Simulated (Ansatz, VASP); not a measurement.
## Au: VASP beside Ansatz

```xyz
1
Lattice="0.0000 1.8518 1.8518 1.8518 0.0000 1.8518 1.8518 1.8518 0.0000" Properties=species:S:1:pos:R:3 pbc="T T T"
Au    0.0000    0.0000    0.0000
```

Alike in both runs: task relaxation of cell and atoms; functional PBE; k mesh 10 × 10 × 10; occupations gaussian, width 0.1 eV; no spin polarisation.

|  | VASP | Ansatz |
| --- | --- | --- |
| version | VASP 6.6.1 | Ansatz 0.2.0 |
| potentials or method | VASP PAW PBE potentials, release 64 (Au), cutoff 600 eV | scalar-relativistic, plane waves, PAW |
| valence electrons in the cell | 11 | 19 |

Ansatz gave:

```
gap on the k mesh at the Fermi level, each at its own relaxed structure (eV) : none
relaxed volume (Å³/atom)                                                     : 18.00
relaxed cell length with the largest relative difference (Å)                 : 2.942
```

Problem. Which values does VASP return?

Solution. gap on the k mesh at the Fermi level, each at its own relaxed structure (eV): none; relaxed volume (Å³/atom): 17.97; relaxed cell length with the largest relative difference (Å): 2.940.

A gap of «none» marks a metal or a gap that the smearing closes. VASP's potentials hold 11 valence electrons a cell and Ansatz's 19, so a difference there can come from the potentials and not from the codes.

Spin-orbit coupling is off throughout. Noted on VASP's run: the volume moved by over 15 % at a fixed basis, so the end points are rough.
